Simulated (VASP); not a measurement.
Runs of VASP 6.6.1 on C. The structure is that of space group R-3m (No. 166), or close to it. The cells are those of the table. 

```csv
cell,pressure (GPa)
"a = 2.505, b = 2.505, c = 3.838 Å, angles 108.5, 108.5, 60.0°, 2 atoms",-12.8
"a = 2.440, b = 2.440, c = 3.739 Å, angles 108.5, 108.5, 60.0°, 2 atoms",7.3
"a = 2.473, b = 2.473, c = 3.789 Å, angles 108.5, 108.5, 60.0°, 2 atoms",-3.7
"a = 2.406, b = 2.406, c = 3.688 Å, angles 108.5, 108.5, 60.0°, 2 atoms",(a)
```

Alike in all rows: task single point; level PBEsol; potentials or basis VASP PAW PBE potentials, release 64 (C); no spin polarisation; k mesh 14 × 14 × 8; cutoff (eV) 520; smearing gaussian 0.15 eV.

Estimate the missing entries.

(a) 20.4.

Caveats: this functional lacks dispersion, which binds the layers, so the pressure and a relaxed spacing across them are unreliable; the PAW data sets were made with another functional, which shifts forces and pressure a little; the cell stands under tension (at least some runs); the cell stands under pressure (at least some runs).
